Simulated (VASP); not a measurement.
# SnO (Romarchite) (P4/nmm) in VASP: further runs, part 3 of 3

VASP 6.6.1.

### 5 Single point, PBE

This run uses another cell than the first one, of 17.46 Å³/atom, 1.136 times its volume.

INCAR reads:

```
SYSTEM = SnO
PREC     = Accurate       ! precision mode
ENCUT    = 520            ! plane-wave cutoff, eV
EDIFF    = 1E-7           ! SCF threshold, eV
ISMEAR   = -1             ! smearing method
SIGMA    = 0.05           ! smearing width, eV
LREAL    = .FALSE.        ! projectors in reciprocal space
LASPH    = .TRUE.         ! aspherical terms in the spheres
NELM     = 100            ! most SCF steps
ALGO     = Normal         ! electronic algorithm
ISIF     = 2              ! what is computed and relaxed
LWAVE    = .FALSE.        ! write WAVECAR
LCHARG   = .FALSE.        ! write CHGCAR
GGA      = PE             ! functional
NBANDS   = 28             ! bands
```

KPOINTS reads:

```
regular mesh
0
G
  5 5 4
  0 0 0
```

POSCAR reads:

```
SnO
1.0
    3.7986000000      0.0000000000      0.0000000000
    0.0000000000      3.7986000000      0.0000000000
    0.0000000000      0.0000000000      4.8408000000
Sn O
2 2
Direct
    0.5000000000      0.0000000000      0.2369000000
    0.0000000000      0.5000000000      0.7631000000
    0.0000000000      0.0000000000      0.0000000000
    0.5000000000      0.5000000000      0.0000000000
```

Potentials or basis: VASP PAW PBE potentials, release 64 (Sn_d, O).

Command:

```bash
> cat potpaw_PBE.64/Sn_d/POTCAR potpaw_PBE.64/O/POTCAR > POTCAR
> mpirun -np 1 vasp_std > vasp.out
```

OUTCAR:

```text
SYSTEM = SnO
   PREC = Accurate
   ENCUT = 520
   EDIFF = 1E-7
   ISMEAR = -1
   LREAL = .FALSE.
   LASPH = .TRUE.
   NELM = 100
   ISIF = 2
   GGA = PE

 ion  position               nearest neighbor table
   1  0.500  0.000  0.237-   3 2.22   4 2.22   4 2.22   3 2.22   2 3.53   2 3.53   2 3.53   2 3.53
                             2 3.70   2 3.70   2 3.70   2 3.70
   2  0.000  0.500  0.763-   3 2.22   4 2.22   3 2.22   4 2.22   1 3.53   1 3.53   1 3.53   1 3.53
                             1 3.70   1 3.70   1 3.70   1 3.70
   3  0.000  0.000  0.000-   1 2.22   2 2.22   2 2.22   1 2.22
   4  0.500  0.500  0.000-   1 2.22   2 2.22   1 2.22   2 2.22

  LATTYP: Found a simple tetragonal cell.
 ALAT       =     3.7986000000
 C/A-ratio  =     1.2743642395

  Lattice vectors:

 A1 = (   3.7986000000,   0.0000000000,   0.0000000000)
 A2 = (   0.0000000000,   3.7986000000,   0.0000000000)
 A3 = (   0.0000000000,   0.0000000000,   4.8408000000)

Analysis of symmetry for initial positions (statically):
=====================================================================
 Subroutine PRICEL returns:
 Original cell was already a primitive cell.

 Routine SETGRP: Setting up the symmetry group for a
 simple tetragonal supercell.

 Subroutine GETGRP returns: Found 16 space group operations
 (whereof  8 operations were pure point group operations)
 out of a pool of 16 trial point group operations.

The static configuration has the point symmetry D_2d.
 The point group associated with its full space group is D_4h.

Analysis of symmetry for dynamics (positions and initial velocities):
=====================================================================
 Subroutine PRICEL returns:
 Original cell was already a primitive cell.

 Routine SETGRP: Setting up the symmetry group for a
 simple tetragonal supercell.

 Subroutine GETGRP returns: Found 16 space group operations
 (whereof  8 operations were pure point group operations)
 out of a pool of 16 trial point group operations.

The dynamic configuration has the point symmetry D_2d.
 The point group associated with its full space group is D_4h.

 Subroutine INISYM returns: Found 16 space group operations
 (whereof  8 operations are pure point group operations),
 and found     1 'primitive' translations

----------------------------------------------------------------------------------------

                                     Primitive cell

  volume of cell :      69.8497

  direct lattice vectors                    reciprocal lattice vectors
     3.798600000  0.000000000  0.000000000     0.263254883  0.000000000  0.000000000
     0.000000000  3.798600000  0.000000000     0.000000000  0.263254883  0.000000000
     0.000000000  0.000000000  4.840800000     0.000000000  0.000000000  0.206577425

  length of vectors
     3.798600000  3.798600000  4.840800000     0.263254883  0.263254883  0.206577425

  position of ions in fractional coordinates (direct lattice)
     0.500000000  0.000000000  0.236900000
     0.000000000  0.500000000  0.763100000
     0.000000000  0.000000000  0.000000000
     0.500000000  0.500000000  0.000000000

  ion indices of the primitive-cell ions
   primitive index   ion index
                 1           1
                 2           2
                 3           3
                 4           4

[... 24 lines left out ...]
 Found     18 irreducible k-points:

 Following reciprocal coordinates:
            Coordinates               Weight
  0.000000  0.000000  0.000000      1.000000
  0.200000  0.000000  0.000000      4.000000
  0.400000  0.000000  0.000000      4.000000
  0.200000  0.200000  0.000000      4.000000
  0.400000  0.200000  0.000000      8.000000
  0.400000  0.400000  0.000000      4.000000
[... 10 lines left out ...]
  0.400000  0.200000  0.500000      8.000000
  0.400000  0.400000  0.500000      4.000000
   k-points           NKPTS =     18   k-points in BZ     NKDIM =     18   number of bands    NBANDS=     28
   number of dos      NEDOS =    301   number of ions     NIONS =      4
   total plane-waves  NPLWV =  28224
   dimension x,y,z NGX =    28 NGY =   28 NGZ =   36
   dimension x,y,z NGXF=    56 NGYF=   56 NGZF=   72
   ions per type =               2   2
   NGX,Y,Z   is equivalent  to a cutoff of  12.25, 12.25, 12.36 a.u.
   NGXF,Y,Z  is equivalent  to a cutoff of  24.51, 24.51, 24.73 a.u.
 SYSTEM =  SnO
   PREC   = accura    normal or accurate (medium, high low for compatibility)
   ISTART =      0    job   : 0-new  1-cont  2-samecut
   ICHARG =      2    charge: 1-file 2-atom 10-const
   ISPIN  =      1    spin polarized calculation?
   LNONCOLLINEAR =      F non collinear calculations
   LSORBIT =      F    spin-orbit coupling
   LASPH  =      T    aspherical Exc in radial PAW
   ENCUT  =  520.0 eV  38.22 Ry    6.18 a.u.   7.06  7.06  9.00*2*pi/ulx,y,z
   NELM   =    100;   NELMIN=  2; NELMDL= -5     # of ELM steps
   EDIFF  = 0.1E-06   stopping-criterion for ELM
   LREAL  =      F    real-space projection
   EDIFFG = 0.1E-05   stopping-criterion for IOM
   NSW    =      0    number of steps for IOM
   IBRION =     -1    ionic relax: 0-MD 1-quasi-New 2-CG
   NFREE  =      0    steps in history (QN), initial steepest desc. (CG)
   ISIF   =      2    stress and relaxation
   ISYM   =      2    0-nonsym 1-usesym 2-fastsym
   POTIM  = 0.5000    time-step for ionic-motion
   TEBEG  =    0.0;   TEEND  =   0.0 temperature during run
   PSTRESS=    0.0 pullay stress
   NELECT =      40.0000    total number of electrons
   NUPDOWN=      -1.0000    fix difference up-down
   EMIN   =  10.00;   EMAX   =-10.00  energy-range for DOS
   EFERMI =   0.00;   METHOD = LEGACY
   ISMEAR =    -1;   SIGMA  =   0.05  broadening in eV -4-tet -1-fermi 0-gaus
   EFERMI_NEDOS =   21; number of points for ismear=-14 and -15
   IALGO  =     38    algorithm
   IMIX   =      4    mixing-type and parameters
     AMIX     =   0.40;   BMIX     =  1.00
     AMIX_MAG =   1.60;   BMIX_MAG =  1.00
  volume/ion in A,a.u.               =      17.46       117.84
  Fermi-wavevector in a.u.,A,eV,Ry     =   1.359482  2.569048 25.146163  1.848191
  Thomas-Fermi vector in A             =   2.486226
   LORBIT       =      0    0 simple, 1 ext, 2 COOP (PROOUT), +10 PAW based schemes
   GGA     = PE    functional components
   LHFCALC =     F    Hartree Fock is set to
   AEXX    =    0.0000 exact exchange contribution
   IVDW    =     0    specifies the selected vdW correction
   LEPSILON=     F    determine dielectric tensor
   LRPA    =     F    only Hartree local field effects (RPA)
 non-spin polarized calculation
  energy-cutoff  :      520.00
  volume of cell :       69.85
 maximum number of plane-waves:      1892
   NGX = 15   NGY = 15   NGZ = 19

 number of electron      39.9999994 magnetization

 Free energy of the ion-electron system (eV)
  ---------------------------------------------------
  ext. energy  EPLUGINS =         0.00000000
  ---------------------------------------------------
  free energy    TOTEN  =       -22.65723931 eV

  energy without entropy =      -22.65704821  energy(sigma->0) =      -22.65714376

 E-fermi :   7.4645     XC(G=0): -10.2662

 val. band max:        7.2547429815   @ k =   0.0000   0.0000   0.0000
 cond. band min:       7.7405946656   @ k =   0.4000   0.4000   0.0000
 fundamental gap:      0.4858516840
 Fermi energy:         7.4644603972

 k-point     1 :       0.0000    0.0000    0.0000
  band No.  band energies     occupation
      1     -14.8258      2.00000
      2     -14.3684      2.00000
      3     -14.3684      2.00000
      4     -14.3664      2.00000
      5     -14.3217      2.00000
      6     -14.3137      2.00000
[... 547 lines left out ...]
     27      17.2614      0.00000
     28      17.3508      0.00000

------------------------ aborting loop because EDIFF is reached ----------------------------------------

  FORCE on cell =-STRESS in cart. coord.  units (eV):
  Direction    XX          YY          ZZ          XY          YZ          ZX
  --------------------------------------------------------------------------------------
  -------------------------------------------------------------------------------------
  Total        2.3962193      2.3962193      1.9022201      0.0000000      0.0000000      0.0000000
  in kB       54.9633094     54.9633094     43.6321962      0.0000000      0.0000000      0.0000000
  external PRESSURE =      51.1862717 kB  Pullay stress =       0.0000000 kB

 VOLUME and BASIS-vectors are now :
 -----------------------------------------------------------------------------
  energy-cutoff  :      520.00
  volume of cell :       69.85
      direct lattice vectors                 reciprocal lattice vectors
     3.798600000  0.000000000  0.000000000     0.263254883  0.000000000  0.000000000
     0.000000000  3.798600000  0.000000000     0.000000000  0.263254883  0.000000000
     0.000000000  0.000000000  4.840800000     0.000000000  0.000000000  0.206577425

 POSITION                                       TOTAL-FORCE (eV/Angst)
 -----------------------------------------------------------------------------------
      1.89930      0.00000      1.14679         0.000000      0.000000      0.581319
      0.00000      1.89930      3.69401        -0.000000      0.000000     -0.581319
      0.00000      0.00000      0.00000         0.000000      0.000000     -0.000000
      1.89930      1.89930      0.00000        -0.000000     -0.000000     -0.000000
 -----------------------------------------------------------------------------------
    total drift:                                0.000000      0.000000      0.000000

  FREE ENERGIE OF THE ION-ELECTRON SYSTEM (eV)
  ---------------------------------------------------
  free  energy   TOTEN  =       -22.6572393071 eV

  energy  without entropy=      -22.6570482119  energy(sigma->0) =      -22.65714376
```

Wall time 35 s (1 thread of AMD EPYC 7R43 (Zen 3), shared host); peak memory 0.14 GiB.

What came out:

- Free energy: -22.6572 eV
- Pressure: 5.1 GPa
- Largest force: 0.581 eV/Å
- Band gap on the k mesh: 0.49 eV, indirect (least direct gap 2.08 eV)

Forces in eV/Å, atoms in the order of the input:
```
Sn   0.000  0.000  0.581
Sn   0.000  0.000 -0.581
O    0.000  0.000  0.000
O    0.000  0.000  0.000
```

Stress tensor (GPa, compression positive):
```
5.50 0.00 0.00
0.00 5.50 0.00
0.00 0.00 4.36
```

Caveat: spin-orbit coupling is left out, which moves the levels of the heavy elements. A k mesh can miss the band edges.

### 6 Single point, PBE

This run uses another cell than the first one, of 18.16 Å³/atom, 1.182 times its volume.

INCAR reads:

```
PREC = Accurate
ENCUT = 520
EDIFF = 1E-6
ISMEAR = -1
SIGMA = 0.05
LREAL = F
LASPH = T
NELM = 100
ALGO = Normal
ISIF = 2
LWAVE = F
LCHARG = F
GGA = PE
NBANDS = 28
```

KPOINTS reads:

```
regular mesh
0
Gamma
  5 5 4
```

POSCAR reads:

```
SnO
1.0
    3.8485873114      0.0000000000      0.0000000000
    0.0000000000      3.8485873114      0.0000000000
    0.0000000000      0.0000000000      4.9045020420
Sn O
2 2
Direct
    0.5000000000      0.0000000000      0.2369000000
    0.0000000000      0.5000000000      0.7631000000
    0.0000000000      0.0000000000      0.0000000000
    0.5000000000      0.5000000000      0.0000000000
```

Potentials or basis: VASP PAW PBE potentials, release 64 (Sn_d, O).

Command:

```bash
> cat potpaw_PBE.64/Sn_d/POTCAR potpaw_PBE.64/O/POTCAR > POTCAR
> mpirun -np 1 vasp_std > vasp.out
```

OUTCAR:

```text
PREC = Accurate
   ENCUT = 520
   EDIFF = 1E-6
   ISMEAR = -1
   LREAL = F
   LASPH = T
   NELM = 100
   ISIF = 2
   GGA = PE

 ion  position               nearest neighbor table
   1  0.500  0.000  0.237-   3 2.25   4 2.25   4 2.25   3 2.25   2 3.58   2 3.58   2 3.58   2 3.58
                             2 3.75   2 3.75   2 3.75   2 3.75
   2  0.000  0.500  0.763-   3 2.25   4 2.25   3 2.25   4 2.25   1 3.58   1 3.58   1 3.58   1 3.58
                             1 3.75   1 3.75   1 3.75   1 3.75
   3  0.000  0.000  0.000-   1 2.25   2 2.25   2 2.25   1 2.25
[... 755 lines left out ...]
  -------------------------------------------------------------------------------------
  Total        0.5967551      0.5967551      0.4954713      0.0000000      0.0000000      0.0000000
  in kB       13.1616126     13.1616126     10.9277686      0.0000000      0.0000000      0.0000000
  external PRESSURE =      12.4169979 kB  Pullay stress =       0.0000000 kB

 VOLUME and BASIS-vectors are now :
 -----------------------------------------------------------------------------
  energy-cutoff  :      520.00
  volume of cell :       72.64
      direct lattice vectors                 reciprocal lattice vectors
     3.848587311  0.000000000  0.000000000     0.259835602  0.000000000  0.000000000
     0.000000000  3.848587311  0.000000000     0.000000000  0.259835602  0.000000000
     0.000000000  0.000000000  4.904502042     0.000000000  0.000000000  0.203894298

 POSITION                                       TOTAL-FORCE (eV/Angst)
 -----------------------------------------------------------------------------------
      1.92429      0.00000      1.16188        -0.000000      0.000000      0.038292
      0.00000      1.92429      3.74263         0.000000      0.000000     -0.038292
      0.00000      0.00000      0.00000         0.000000      0.000000      0.000000
      1.92429      1.92429      0.00000         0.000000     -0.000000      0.000000
 -----------------------------------------------------------------------------------
    total drift:                                0.000000      0.000000      0.000000

  FREE ENERGIE OF THE ION-ELECTRON SYSTEM (eV)
  ---------------------------------------------------
  free  energy   TOTEN  =       -22.7141646883 eV

  energy  without entropy=      -22.7141030935  energy(sigma->0) =      -22.71413389
```

OSZICAR:

```text
N       E                     dE             d eps       ncg     rms          rms(c)
DAV:   1     0.416542879993E+03    0.41654E+03   -0.19992E+04  1044   0.220E+03
DAV:   2     0.360714779973E+02   -0.38047E+03   -0.36397E+03  1064   0.536E+02
DAV:   3    -0.237096625171E+02   -0.59781E+02   -0.58548E+02  1192   0.180E+02
DAV:   4    -0.264129230857E+02   -0.27033E+01   -0.26927E+01  1152   0.412E+01
DAV:   5    -0.264761246897E+02   -0.63202E-01   -0.63197E-01  1096   0.685E+00    0.117E+01
DAV:   6    -0.227604301166E+02    0.37157E+01   -0.17643E+01  1612   0.454E+01    0.504E+00
DAV:   7    -0.227346553951E+02    0.25775E-01   -0.21888E+00  1196   0.870E+00    0.249E+00
DAV:   8    -0.227207283190E+02    0.13927E-01   -0.29539E-01  1240   0.358E+00    0.807E-01
DAV:   9    -0.227131794914E+02    0.75488E-02   -0.48175E-02  1580   0.212E+00    0.242E-01
DAV:  10    -0.227145424778E+02   -0.13630E-02   -0.76879E-03  1360   0.766E-01    0.150E-01
DAV:  11    -0.227141351027E+02    0.40738E-03   -0.22966E-03  1532   0.417E-01    0.205E-02
DAV:  12    -0.227141703737E+02   -0.35271E-04   -0.27354E-04  1028   0.953E-02    0.316E-02
DAV:  13    -0.227141652031E+02    0.51706E-05   -0.26639E-05  1276   0.442E-02    0.590E-03
DAV:  14    -0.227141646883E+02    0.51486E-06   -0.45470E-06  1208   0.130E-02
   1 F= -.22714165E+02 E0= -.22714134E+02  d E =-.615948E-04
```

stdout:

```text
POSCAR found type information on POSCAR SnO
 POSCAR found :  2 types and       4 ions
 scaLAPACK will be used
 LDA part: xc-table for (Slater+PW92), standard interpolation
 POSCAR, INCAR and KPOINTS ok, starting setup
 FFT: planning ... GRIDC
 FFT: planning ... GRID_SOFT
 FFT: planning ... GRID
 WAVECAR not read
 entering main loop
```

It took 32 s on 1 thread of AMD EPYC 7R43 (Zen 3), shared host; peak memory 0.16 GiB.

Results:

```yaml
Free_energy: -22.7142 eV
Pressure: 1.2 GPa
Largest_force: 0.038 eV/Å
Band_gap_on_the_k_mesh: 0.62 eV, indirect (least direct gap 2.03 eV)
```

Forces on the atoms (eV/Å):
```
Sn   0.000  0.000  0.038
Sn   0.000  0.000 -0.038
O    0.000  0.000  0.000
O    0.000  0.000  0.000
```

Stress tensor (GPa, compression positive):
```
1.32 0.00 0.00
0.00 1.32 0.00
0.00 0.00 1.09
```

Caveat: spin-orbit coupling is left out, which moves the levels of the heavy elements.

### 7 Overview

```csv
cell,gap on the mesh (eV),pressure (GPa),largest force (eV/Å)
"a = 3.640, b = 3.640, c = 4.639 Å, 4 atoms",none,22.9,2.84
"a = 3.694, b = 3.694, c = 4.708 Å, 4 atoms",0.17,15.7,1.95
"a = 3.747, b = 3.747, c = 4.775 Å, 4 atoms",0.34,9.9,1.21
"a = 3.799, b = 3.799, c = 4.841 Å, 4 atoms",0.49,5.1,0.58
"a = 3.849, b = 3.849, c = 4.905 Å, 4 atoms",0.62,1.2,0.04
```

Alike in all rows: task single point; level PBE; potentials or basis VASP PAW PBE potentials, release 64 (Sn_d, O); no spin polarisation; k mesh 5 × 5 × 4; cutoff (eV) 520; smearing fermi-dirac 0.05 eV.

Caveats: spin-orbit coupling is left out, which moves the levels of the heavy elements; forces of over 1 eV/Å act on the atoms, so gaps and moduli don't describe the material at rest (some runs).

Absolute energies hang on the potentials; compare differences alone.
